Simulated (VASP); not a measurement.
Input of a VASP 6.6.1 run:

Contents of INCAR:

```
PREC = Accurate ; ENCUT = 520
EDIFF = 1E-6 ; ISMEAR = -1
SIGMA = 0.08 ; LREAL = False
LASPH = True ; NELM = 100
ALGO = Normal ; ISIF = 2
LWAVE = False ; LCHARG = False
GGA = PE ; NBANDS = 11
```

Contents of KPOINTS:

```
Automatic mesh
0
Gamma
  15 15 15
```

The input POSCAR:

```
BAs
1.0
    0.0000000000      2.2607229325      2.2607229325
    2.2607229325      0.0000000000      2.2607229325
    2.2607229325      2.2607229325      0.0000000000
B As
1 1
Direct
    0.0000000000      0.0000000000      0.0000000000
    0.5000000000      0.5000000000      0.5000000000
```

Potentials or basis: VASP PAW PBE potentials, release 64 (B, As).

Run with:

```console
$ cat potpaw_PBE.64/B/POTCAR potpaw_PBE.64/As/POTCAR > POTCAR
$ mpirun -np 1 vasp_std > vasp.out
```

**Question.** What does it give for the pressure?

**Answer.** 9.7 GPa.

**Question.** What does it give for the band gap on the k mesh?

**Answer.** Zero (band 4 reaches 9.46 eV, above the bottom of band 5 at 4.79 eV).
